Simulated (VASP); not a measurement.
Input of a VASP 6.6.1 run:

INCAR

```
SYSTEM = LiBr
ALGO = Normal
EDIFF = 1E-6
ENCUT = 750
GGA = PE
GGA_COMPAT = .False.
ISIF = 2
ISMEAR = -1
LASPH = .True.
LCHARG = .True.
LELF = .True.
LREAL = .False.
LVHAR = .True.
LWAVE = .False.
NBANDS = 12
NELM = 120
PREC = Accurate
SIGMA = 0.1
```

KPOINTS

```
k-points
0
Gamma
  6 6 6
  0 0 0
```

POSCAR

```
LiBr
1.0
    0.0000000000      2.7987059800      2.7987059800
    2.7987059800      0.0000000000      2.7987059800
    2.7987059800      2.7987059800      0.0000000000
Li Br
1 1
Direct
    0.0000000000      0.0000000000      0.0000000000
    0.5000000000      0.5000000000      0.5000000000
```

Potentials or basis: VASP PAW PBE potentials, release 64 (Li_sv, Br).

Launch:

```console
$ cat potpaw_PBE.64/Li_sv/POTCAR potpaw_PBE.64/Br/POTCAR > POTCAR
$ mpirun -np 1 vasp_std > vasp.out
```

(1) Estimate the pressure.

(2) Predict the band gap on the k mesh.

Answers

(1) -1.1 GPa.

(2) 4.73 eV, direct.
